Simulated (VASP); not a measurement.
# HfC: single point with PBEsol

The system is HfC.

```
CELL_PARAMETERS angstrom
0.00000 2.25525 2.32500
2.25525 0.00000 2.32500
2.25525 2.25525 0.00000
ATOMIC_POSITIONS crystal
Hf 0.50000 0.50000 0.50000
C 0.00000 0.00000 0.00000
```

This cell differs from its parent crystal: equal xx and yy strain of -3 %.

```json
{"Program": "VASP 6.6.1", "Task": "single point", "Functional": "PBEsol", "Potentials or basis": "VASP PAW PBE potentials, release 64 (Hf_pv, C)", "Cutoff": "520 eV", "k mesh": "15 × 15 × 15", "Occupations": "fermi-dirac, width 0.05 eV", "Spin": "no spin polarisation"}
```

| Quantity | Value |
| --- | --- |
| Pressure | 9.1 GPa |
| Band gap on the k mesh | zero (bands 7 and 8 overlap by 1.58 eV) |

Stress tensor (GPa, compression positive):
```
14.03  0.00  0.00
 0.00 14.03  0.00
 0.00  0.00 -0.80
```

Levels at points of the mesh, in eV from the Fermi level:
| k point | band 4 | band 5 | band 6 | band 7 | band 8 | band 9 | band 10 | band 11 |
| --- | --- | --- | --- | --- | --- | --- | --- | --- |
| (0.00, 0.00, 0.00) | -12.58 | 0.96 | 1.15 | 1.15 | 1.15 | 1.50 | 1.50 | 3.28 |

It took 41 s on 1 thread of Intel(R) Xeon(R) Platinum 8259CL CPU @ 2.50GHz (Skylake/Cascade Lake), with other jobs on the host, peak memory 0.22 GiB.

Caveat: the cell differs from its parent crystal (equal xx and yy strain of -3 %); the cell stands under pressure; the PAW data sets were made with another functional, which shifts forces and pressure a little; spin-orbit coupling is left out, which moves the levels of the heavy elements.
